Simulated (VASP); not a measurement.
# Mg3BeS (P4mm) in VASP: notebook

The runs below take Mg3BeS through single point, relaxation of cell and atoms, with PBE.

Program: VASP 6.6.1. These are calculated values, not measurements. Logs are shortened: lines on timing, memory, paths and dates and some standing lists are left out, and cuts for length are marked.

### 1 The cell of the first run

It takes space group P4mm (No. 99, tetragonal). Conventional cell: a = 3.922 Å, b = 3.922 Å, c = 5.047 Å, α = 90.00°, β = 90.00°, γ = 90.00°. Within 2.9 Å of Mg (site symmetry 2mm) lie 2 Be at 2.18 Å and 6 Mg at 2.77 to 2.81 Å. Mg (site symmetry 4mm) has 1 Be at 2.08 Å within 2.7 Å. Within 2.7 Å of Be (site symmetry 4mm) lie 5 Mg at 2.08 to 2.18 Å. Within 3.7 Å of S (site symmetry 4mm) lie 12 Mg at 2.84 to 3.29 Å and 4 Be at 3.13 Å.

### 2 Single point, PBE

INCAR

```
SYSTEM = Mg3BeS
PREC     = Accurate       ! precision mode
ENCUT    = 520            ! plane-wave cutoff, eV
EDIFF    = 1E-6           ! SCF threshold, eV
ISMEAR   = 0              ! smearing method
SIGMA    = 0.1            ! smearing width, eV
LREAL    = .False.        ! projectors in reciprocal space
LASPH    = .True.         ! aspherical terms in the spheres
NELM     = 60             ! most SCF steps
ALGO     = Normal         ! electronic algorithm
ISIF     = 2              ! what is computed and relaxed
LWAVE    = .False.        ! write WAVECAR
LCHARG   = .False.        ! write CHGCAR
GGA      = PE             ! functional
NBANDS   = 15             ! bands
```

KPOINTS

```
Automatic mesh
0
Gamma
  4 4 4
  0 0 0
```

POSCAR

```
Mg3BeS
1.0
    3.9221466800      0.0000000000      0.0000000000
    0.0000000000      3.9221466800      0.0000000000
    0.0000000000      0.0000000000      5.0470628800
Mg Be S
3 1 1
Direct
    0.0000000000      0.5000000000      0.5147183500
    0.5000000000      0.5000000000      0.1158523300
    0.5000000000      0.0000000000      0.5147183500
    0.5000000000      0.5000000000      0.7044957900
    0.0000000000      0.0000000000      0.9921142500
```

Potentials or basis: VASP PAW PBE potentials, release 64 (Mg, Be, S).

The run is started by

```sh
$ cat potpaw_PBE.64/Mg/POTCAR potpaw_PBE.64/Be/POTCAR potpaw_PBE.64/S/POTCAR > POTCAR
$ mpirun -np 1 vasp_std > vasp.out
```

OUTCAR:

```text
SYSTEM = Mg3BeS
   PREC = Accurate
   ENCUT = 520
   EDIFF = 1E-6
   ISMEAR = 0
   LREAL = .False.
   LASPH = .True.
   NELM = 60
   ISIF = 2
   GGA = PE

 ion  position               nearest neighbor table
   1  0.000  0.500  0.515-   4 2.18   4 2.18   3 2.77   3 2.77   3 2.77   3 2.77   2 2.81   2 2.81
                             5 3.11   5 3.11   2 3.61   2 3.61
   2  0.500  0.500  0.116-   4 2.08   3 2.81   1 2.81   3 2.81   1 2.81   5 2.84   5 2.84   5 2.84
                             5 2.84   4 2.97   1 3.61   3 3.61   1 3.61   3 3.61
   3  0.500  0.000  0.515-   4 2.18   4 2.18   1 2.77   1 2.77   1 2.77   1 2.77   2 2.81   2 2.81
                             5 3.11   5 3.11   2 3.61   2 3.61
   4  0.500  0.500  0.704-   2 2.08   1 2.18   3 2.18   3 2.18   1 2.18   2 2.97
   5  0.000  0.000  0.992-   2 2.84   2 2.84   2 2.84   2 2.84   1 3.11   3 3.11   3 3.11   1 3.11

  LATTYP: Found a simple tetragonal cell.
 ALAT       =     3.9221466800
 C/A-ratio  =     1.2868113540

  Lattice vectors:

 A1 = (   3.9221466800,   0.0000000000,   0.0000000000)
 A2 = (   0.0000000000,   3.9221466800,   0.0000000000)
 A3 = (   0.0000000000,   0.0000000000,   5.0470628800)

Analysis of symmetry for initial positions (statically):
=====================================================================
 Subroutine PRICEL returns:
 Original cell was already a primitive cell.

 Routine SETGRP: Setting up the symmetry group for a
 simple tetragonal supercell.

 Subroutine GETGRP returns: Found  8 space group operations
 (whereof  8 operations were pure point group operations)
 out of a pool of 16 trial point group operations.

The static configuration has the point symmetry C_4v.

Analysis of symmetry for dynamics (positions and initial velocities):
=====================================================================
 Subroutine PRICEL returns:
 Original cell was already a primitive cell.

 Routine SETGRP: Setting up the symmetry group for a
 simple tetragonal supercell.

 Subroutine GETGRP returns: Found  8 space group operations
 (whereof  8 operations were pure point group operations)
 out of a pool of 16 trial point group operations.

The dynamic configuration has the point symmetry C_4v.

 Subroutine INISYM returns: Found  8 space group operations
 (whereof  8 operations are pure point group operations),
 and found     1 'primitive' translations

----------------------------------------------------------------------------------------

                                     Primitive cell

  volume of cell :      77.6402

  direct lattice vectors                    reciprocal lattice vectors
[... 104 lines left out ...]
   IMIX   =      4    mixing-type and parameters
     AMIX     =   0.40;   BMIX     =  1.00
     AMIX_MAG =   1.60;   BMIX_MAG =  1.00
  volume/ion in A,a.u.               =      15.53       104.79
  Fermi-wavevector in a.u.,A,eV,Ry     =   0.924887  1.747783 11.638643  0.855416
  Thomas-Fermi vector in A             =   2.050682
   LORBIT       =      0    0 simple, 1 ext, 2 COOP (PROOUT), +10 PAW based schemes
   GGA     = PE    functional components
   LHFCALC =     F    Hartree Fock is set to
   AEXX    =    0.0000 exact exchange contribution
   IVDW    =     0    specifies the selected vdW correction
   LEPSILON=     F    determine dielectric tensor
   LRPA    =     F    only Hartree local field effects (RPA)
 non-spin polarized calculation
 Gauss-broadening in eV      SIGMA  =   0.10
  energy-cutoff  :      520.00
  volume of cell :       77.64
 maximum number of plane-waves:      2114
 NGX is ok and might be reduce to    30
   NGX = 15   NGY = 15   NGZ = 19

 number of electron      14.0000002 magnetization

 Free energy of the ion-electron system (eV)
  ---------------------------------------------------
  ext. energy  EPLUGINS =         0.00000000
  ---------------------------------------------------
  free energy    TOTEN  =        -8.88933317 eV

  energy without entropy =       -8.87918719  energy(sigma->0) =       -8.88426018

 E-fermi :   5.0076     XC(G=0):  -9.7139

 val. band max:        4.9924217629   @ k =   0.2500   0.2500   0.0000
 cond. band min:       5.1423528890   @ k =   0.5000   0.0000   0.2500
 fundamental gap:      0.1499311261
 Fermi energy:         5.0076371896

 k-point     1 :       0.0000    0.0000    0.0000
  band No.  band energies     occupation
      1      -8.4733      2.00000
      2      -1.5076      2.00000
      3       0.1690      2.00000
      4       1.7515      2.00000
      5       1.7515      2.00000
      6       3.9975      2.00000
      7       6.1615      0.00000
      8       6.1615      0.00000
      9       7.1342      0.00000
     10       7.1877      0.00000
     11       7.2609      0.00000
     12       9.4391      0.00000
     13       9.4391      0.00000
     14      12.2114      0.00000
[... 293 lines left out ...]
      2      -0.0058      2.00000
      3      -0.0058      2.00000
      4       0.6908      2.00000
      5       0.8270      2.00000
      6       2.4495      2.00000
      7       2.4757      2.00000
      8       2.4757      2.00000
      9       7.5018      0.00000
     10       9.1829      0.00000
     11       9.1829      0.00000
     12      10.1271      0.00000
     13      11.2082      0.00000
     14      13.2113      0.00000
     15      13.5271      0.00000

------------------------ aborting loop because EDIFF is reached ----------------------------------------

  FORCE on cell =-STRESS in cart. coord.  units (eV):
  Direction    XX          YY          ZZ          XY          YZ          ZX
  --------------------------------------------------------------------------------------
  -------------------------------------------------------------------------------------
  Total       10.7363685     10.7363685      9.4464776      0.0000000      0.0000000      0.0000000
  in kB      221.5550291    221.5550291    194.9369220      0.0000000      0.0000000      0.0000000
  external PRESSURE =     212.6823268 kB  Pullay stress =       0.0000000 kB

 VOLUME and BASIS-vectors are now :
 -----------------------------------------------------------------------------
  energy-cutoff  :      520.00
  volume of cell :       77.64
      direct lattice vectors                 reciprocal lattice vectors
     3.922146680  0.000000000  0.000000000     0.254962418  0.000000000  0.000000000
     0.000000000  3.922146680  0.000000000     0.000000000  0.254962418  0.000000000
     0.000000000  0.000000000  5.047062880     0.000000000  0.000000000  0.198135039

 POSITION                                       TOTAL-FORCE (eV/Angst)
 -----------------------------------------------------------------------------------
      0.00000      1.96107      2.59782         0.000000     -0.000000     -0.400460
      1.96107      1.96107      0.58471         0.000000     -0.000000      1.003707
      1.96107      0.00000      2.59782         0.000000      0.000000     -0.400460
      1.96107      1.96107      3.55563         0.000000     -0.000000     -1.308091
      0.00000      0.00000      5.00726        -0.000000     -0.000000      1.105305
 -----------------------------------------------------------------------------------
    total drift:                               -0.000000      0.000000      0.000674

  FREE ENERGIE OF THE ION-ELECTRON SYSTEM (eV)
  ---------------------------------------------------
  free  energy   TOTEN  =        -8.8893331747 eV

  energy  without entropy=       -8.8791871861  energy(sigma->0) =       -8.88426018
```

It took 20 s on 1 thread of Intel Xeon 6975P-C (Granite Rapids), shared host; peak memory 0.18 GiB.

What came out:

| Property | Result |
| --- | --- |
| Free energy | -8.8893 eV |
| Pressure | 21.3 GPa |
| Largest force | 1.308 eV/Å |
| Band gap on the k mesh | zero (band 7 reaches 6.16 eV, above the bottom of band 8 at 2.48 eV) |

Forces on the atoms (eV/Å):
```
Mg   0.000  0.000 -0.400
Mg   0.000  0.000  1.004
Mg   0.000  0.000 -0.400
Be   0.000  0.000 -1.308
S    0.000  0.000  1.105
```

Stress tensor (GPa, compression positive):
```
22.16  0.00  0.00
 0.00 22.16  0.00
 0.00  0.00 19.49
```

Levels at points of the mesh, in eV from the Fermi level:
```
           k point  band 3  band 4  band 5  band 6  band 7  band 8  band 9  band 10  band 11  band 12
(0.00, 0.00, 0.00)   -4.84   -3.26   -3.26   -1.01    1.15    1.15    2.13     2.18     2.25     4.43
(0.50, 0.00, 0.00)   -4.05   -3.28   -3.24   -2.60   -1.02    0.39    2.01     2.60     3.97     5.43
(0.50, 0.50, 0.00)   -5.50   -4.76   -3.25   -0.70   -0.48   -0.36   -0.36     1.22     1.22     1.94
(0.00, 0.00, 0.50)   -3.03   -3.03   -2.68   -2.14    0.18    0.18    2.85     2.86     3.67     4.98
(0.50, 0.00, 0.50)   -5.72   -5.53   -2.51   -0.03    0.72    0.93    0.98     3.13     3.80     3.93
(0.50, 0.50, 0.50)   -5.01   -4.32   -4.18   -2.56   -2.53   -2.53    2.49     4.18     4.18     5.12
```

Caveat: the k points lie up to 0.40 Å⁻¹ apart; forces of over 1 eV/Å act on the atoms, so gaps and moduli don't describe the material at rest.

### 3 Single point, PBE

This run uses another cell than the first one, of 23.12 Å³/atom, 1.489 times its volume.

INCAR

```
ALGO = Normal
EDIFF = 1E-6
ENCUT = 520
GGA = PE
ISIF = 2
ISMEAR = 0
LASPH = True
LCHARG = False
LREAL = False
LWAVE = False
NBANDS = 15
NELM = 60
PREC = Accurate
SIGMA = 0.1
```

KPOINTS

```
k-points
0
Gamma
  4 4 4
```

POSCAR

```
Mg3BeS
1.0
    4.8310466365      0.0000000000      0.0000000000
    0.0000000000      4.8310466365      0.0000000000
    0.0000000000      0.0000000000      4.9526182626
Mg Be S
3 1 1
Direct
    0.0000000000      0.5000000000      0.4878072490
    0.5000000000      0.5000000000      0.0458255903
    0.5000000000      0.0000000000      0.4878072490
    0.5000000000      0.5000000000      0.5606071794
    0.0000000000      0.0000000000      1.2598518023
```

Potentials or basis: VASP PAW PBE potentials, release 64 (Mg, Be, S).

The run is started by

```sh
$ cat potpaw_PBE.64/Mg/POTCAR potpaw_PBE.64/Be/POTCAR potpaw_PBE.64/S/POTCAR > POTCAR
$ mpirun -np 1 vasp_std > vasp.out
```

It took 29 s on 1 thread of Intel Xeon 6975P-C (Granite Rapids), shared host; peak memory 0.23 GiB.

The run converged. Its results:

```yaml
Free_energy: -11.8226 eV
Pressure: 0.0 GPa
Largest_force: 0.011 eV/Å
Band_gap_on_the_k_mesh: zero (band 7 reaches 2.67 eV, above the bottom of band 8 at 1.00 eV)
```

Forces on the atoms (eV/Å):
```
Mg   0.000  0.000  0.002
Mg   0.000  0.000  0.010
Mg   0.000  0.000  0.002
Be   0.000  0.000 -0.011
S    0.000  0.000 -0.004
```

Stress tensor (GPa, compression positive):
```
 0.02  0.00  0.00
 0.00  0.02  0.00
 0.00  0.00 -0.06
```

Levels at points of the mesh, in eV from the Fermi level:
```tsv
k point	band 5	band 6	band 7	band 8	band 9	band 10
(0.00, 0.00, 0.00)	-2.41	-0.57	0.76	0.76	1.15	2.33
(0.50, 0.00, 0.00)	-2.02	-1.60	-0.20	0.17	1.98	2.76
(0.50, 0.50, 0.00)	-2.11	0.08	0.08	0.17	2.76	2.95
(0.00, 0.00, 0.50)	-3.10	-1.41	0.60	0.60	2.03	3.45
(0.50, 0.00, 0.50)	-2.81	-0.70	-0.53	0.19	1.16	3.38
(0.50, 0.50, 0.50)	-2.70	-1.99	-0.92	-0.92	2.93	2.93
```

(Continued in part 2 of 3.)
